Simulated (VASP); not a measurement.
Set up this calculation in VASP 6.6.1, as the native input.

- Task: relaxation of cell and atoms
- Functional: PBE
- Potentials or basis: VASP PAW PBE potentials, release 64 (Be, Te, S)
- Cutoff: 600 eV
- k mesh: 2 × 4 × 4
- Occupations: gaussian, width 0.1 eV
- Spin: no spin polarisation
- Dipole correction: no
- Further INCAR settings: ALGO = Normal; EDIFF = 1e-07; IBRION = 2; EDIFFG = -0.025; NSW = 80; ISIF = 3

The structure of Be3Te2S lies in POSCAR:

```
Be3Te2S
1.0
    0.1122360883      0.0094468838     -6.0500382485
   -0.0627723878      6.5969531214     -0.0099155529
    5.7432849869     -3.3530252871     -0.0974132009
Be Te S
6 4 2
Direct
    0.1473793652      0.1319026903     -0.0020905218
    0.6484619997      0.8620209159     -0.0102691578
    0.1329113075      0.5216338403      0.6741780880
    0.6362633135      0.4668142664      0.2722678679
    0.5990232842      0.1692624245      0.7383013564
    0.1350618141      0.8422019054      0.3262734280
    0.4869757876      0.4874213209      0.6694019994
    0.9782494026      0.4914208920      0.3006717781
    0.9928384821      0.1961303801      0.6971124081
    0.5001208788      0.8090720329      0.3109274782
    0.4950249073      0.1880137308      0.0250918520
   -0.0023105423      0.8341056006     -0.0018665766
```

The input as run:

INCAR

```
SYSTEM = Be3Te2S
PREC     = Accurate       ! precision mode
ENCUT    = 600            ! plane-wave cutoff, eV
EDIFF    = 1E-7           ! SCF threshold, eV
ISMEAR   = 0              ! smearing method
SIGMA    = 0.1            ! smearing width, eV
LREAL    = .False.        ! projectors in reciprocal space
LASPH    = .True.         ! aspherical terms in the spheres
NELM     = 80             ! most SCF steps
ALGO     = Normal         ! electronic algorithm
ISIF     = 3              ! what is computed and relaxed
LWAVE    = .False.        ! write WAVECAR
LCHARG   = .False.        ! write CHGCAR
GGA      = PE             ! functional
IBRION   = 2              ! ionic algorithm
NSW      = 80             ! ionic steps
EDIFFG   = -0.025         ! ionic threshold
```

KPOINTS

```
Automatic mesh
0
Gamma
  2 4 4
  0 0 0
```

Potentials or basis: VASP PAW PBE potentials, release 64 (Be, Te, S).

Launch:

```bash
$ cat potpaw_PBE.64/Be/POTCAR potpaw_PBE.64/Te/POTCAR potpaw_PBE.64/S/POTCAR > POTCAR
$ mpirun -np 1 vasp_std > vasp.out
```

It gave:

```
Relaxed volume                        : 19.68 Å³/atom
Relaxed cell                          : a = 6.274 Å, b = 6.583 Å, c = 6.598 Å, α = 119.94°, β = 89.99°, γ = 90.01°
Space group after relaxing (to 0.1 Å) : Cmc2_1 (No. 36)
Energy gained by relaxing             : 180.4 meV/atom
Ionic steps                           : 14
Pressure after relaxing               : 0.0 GPa
Largest force after relaxing          : 0.017 eV/Å
Band gap on the k mesh                : 2.56 eV (least direct gap 2.62 eV)
```

Caveat: the k points lie up to 0.50 Å⁻¹ apart in the final cell; spin-orbit coupling is left out, which moves the levels of the heavy elements.

It took 33 min on 1 thread of Intel(R) Xeon(R) Platinum 8259CL CPU @ 2.50GHz (Skylake/Cascade Lake), on a shared host, peak memory 0.51 GiB.
